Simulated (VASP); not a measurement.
A run of VASP 6.6.1 is set up as follows.

File INCAR:

```
SYSTEM = TiAl
PREC = Accurate
ENCUT = 520
EDIFF = 1E-6
ISMEAR = 0
SIGMA = 0.15
LREAL = .FALSE.
LASPH = .TRUE.
NELM = 80
ALGO = Fast
ISIF = 2
LWAVE = .FALSE.
LCHARG = .FALSE.
GGA = PS
NBANDS = 14
```

The input KPOINTS:

```
regular mesh
0
G
  22 22 22
  0 0 0
```

Contents of POSCAR:

```
TiAl
1.0
    2.9703558311      0.0000000000      0.0000000000
    0.0000000000      2.9703558311      0.0000000000
    0.0000000000      0.0000000000      3.5644269973
Ti Al
1 1
Direct
    0.0000000000      0.0000000000      0.0000000000
    0.5000000000      0.5000000000      0.5000000000
```

Potentials or basis: VASP PAW PBE potentials, release 64 (Ti_sv, Al).

Command:

```console
$ cat potpaw_PBE.64/Ti_sv/POTCAR potpaw_PBE.64/Al/POTCAR > POTCAR
$ mpirun -np 1 vasp_std > vasp.out
```

Problem. Predict the band gap on the k mesh.

Solution. Zero (an odd number of electrons rules out a gap without spin polarisation).

Problem. Estimate the pressure.

Solution. 0.2 GPa.

Stress tensor (GPa, compression positive):
```
-2.92  0.00  0.00
 0.00 -2.92  0.00
 0.00  0.00  6.40
```

Caveat: the PAW data sets were made with another functional, which shifts forces and pressure a little.
